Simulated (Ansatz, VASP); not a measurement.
# KI in VASP and in Ansatz

The input INCAR:

```
  PREC = Accurate
  ENCUT = 520
  EDIFF = 1E-7
  ISMEAR = -1
  SIGMA = 0.02
  LREAL = F
  LASPH = T
  NELM = 80
  ALGO = Normal
  ISIF = 2
  LWAVE = F
  LCHARG = F
  GGA = PE
  NBANDS = 15
```

Contents of KPOINTS:

```
regular mesh
0
Gamma
  6 6 6
```

The input POSCAR:

```
KI
1.0
    0.0000000000      3.5442852436      3.4733995387
    3.5442852436      0.0000000000      3.4733995387
    3.5442852436      3.5442852436      0.0000000000
K I
1 1
Direct
    0.0000000000      0.0000000000      0.0000000000
    0.5000000000      0.5000000000      0.5000000000
```

Input for Ansatz:

```yaml
crystal:
  lattice:
    - [0.0, 3.5442852436, 3.4733995387]
    - [3.5442852436, 0.0, 3.4733995387]
    - [3.5442852436, 3.5442852436, 0.0]
  atoms:
    - { symbol: K, position: [0.0, 0.0, 0.0] }
    - { symbol: I, position: [0.5, 0.5, 0.5] }
kpoints:
  mp_grid: { grid: [6, 6, 6] }
  band_path:
    path:
      - [0.0, 0.0, 0.0]
      - [0.5, 0.0, 0.5]
      - [0.625, 0.25, 0.625]
      - [0.375, 0.375, 0.75]
      - [0.5, 0.5, 0.5]
      - [0.5, 0.25, 0.75]
    npoints: 1
hamiltonian:
  xc: pbe
scf:
  occupations: { method: fermi_dirac, width: 0.02 }
  n_extra_bands: 4
output:
  forces: true
  stress: true
  eigenvalues: true
```

Change from the starting cell: uniaxial_z strain -2.0%.

Alike in both runs: task single point; functional PBE; k mesh 6 × 6 × 6; occupations fermi-dirac, width 0.02 eV; no spin polarisation.

|  | VASP | Ansatz |
| --- | --- | --- |
| version | VASP 6.6.1 | Ansatz 0.2.0 |
| potentials or method | VASP PAW PBE potentials, release 64 (K_sv, I) | plane waves, PAW |
| plane-wave cutoff (eV) | 520 | 420 |
| valence electrons in the cell | 16 | 26 |

```tsv
	VASP	Ansatz	Ansatz less VASP
gap on the k mesh at the Fermi level (eV)	3.98	3.99	+0.004
pressure (GPa)	0.8	0.7	-0.03
traceless stress, the component that is largest in VASP (GPa)	0.40	0.39	-0.005
```

VASP's potentials hold 16 valence electrons a cell and Ansatz's 26, so a difference there can come from the potentials and not from the codes.

Neither program's run includes spin-orbit coupling.
